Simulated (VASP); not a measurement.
Crystal: Hf.

```
CELL_PARAMETERS angstrom
2.91381 0.00000 0.00000
0.00000 2.91381 0.00000
0.00000 0.00000 2.91381
ATOMIC_POSITIONS crystal
Hf 0.50000 0.50000 0.50000
```

| Property | Result |
| --- | --- |
| Program | VASP 6.6.1 |
| Task | relaxation of cell and atoms |
| Functional | PBE |
| Dispersion | D3(BJ) |
| Potentials or basis | VASP PAW PBE potentials, release 64 (Hf_pv) |
| Cutoff | 600 eV |
| k mesh | 9 × 9 × 9 |
| Occupations | fermi-dirac, width 0.05 eV |
| Spin | no spin polarisation |

At the start: pressure -2.9 GPa; volume 24.74 Å³/atom.

Where does the relaxation end?

Over 3 steps the energy falls by 8.4 meV/atom and the volume is 23.81 Å³/atom (-3.7 %); space group Pm-3m (No. 221, to 0.05 Å).

The path:
```csv
step,energy change (eV),largest force (eV/Å),pressure (GPa),volume (Å³)
1,0.0000,0.0000,-2.85,24.74
2,-0.0045,0.0000,2.07,23.20
3,-0.0084,0.0000,-0.05,23.81
```

Final structure:
```cif
data_structure
_symmetry_space_group_name_H-M 'P 1'
_symmetry_Int_Tables_number 1
_cell_length_a 2.8770
_cell_length_b 2.8770
_cell_length_c 2.8770
_cell_angle_alpha 90.000
_cell_angle_beta 90.000
_cell_angle_gamma 90.000
_cell_volume 23.81
loop_
_atom_site_label
_atom_site_type_symbol
_atom_site_fract_x
_atom_site_fract_y
_atom_site_fract_z
_atom_site_occupancy
Hf1 Hf 0.50000 0.50000 0.50000 1
```

Caveat: pairwise dispersion overbinds metals, which lowers pressure and volume.
